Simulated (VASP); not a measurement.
TaN: single point with PBE

TaN:

```xyz
2
Lattice="0.0000 2.1790 2.1790 2.1790 0.0000 2.1790 2.1790 2.1790 0.0000" Properties=species:S:1:pos:R:3 pbc="T T T"
Ta    2.1790    2.1790    2.1790
N     0.0000    0.0000    0.0000
```

```yaml
Program: VASP 6.6.1
Task: single point
Functional: PBE
Potentials_or_basis: VASP PAW PBE potentials, release 64 (Ta_pv, N)
Cutoff: 520 eV
k_mesh: 12 × 12 × 12
Occupations: fermi-dirac, width 0.1 eV
Spin: no spin polarisation
```

* Pressure: 15.7 GPa
* Band gap on the k mesh: zero (band 8 reaches 11.85 eV, above the bottom of band 9 at 7.68 eV)

Levels at points of the mesh, in eV from the Fermi level:
```
           k point  band 5  band 6  band 7  band 8  band 9  band 10  band 11  band 12
(0.00, 0.00, 0.00)   -3.88   -3.88   -3.88   -2.15   -2.15    -2.15     0.10     0.10
(0.50, 0.00, 0.00)  -10.57   -7.75   -7.75    2.02    2.02     2.11     3.94     7.85
(0.50, 0.50, 0.00)   -6.67   -5.63   -4.68   -4.68    2.24     3.74     3.74     4.86
```

Run time: 60 s on 1 thread of AMD EPYC 7R13, on a shared host, peak memory 0.12 GiB.

Caveat: spin-orbit coupling is left out, which moves the levels of the heavy elements.
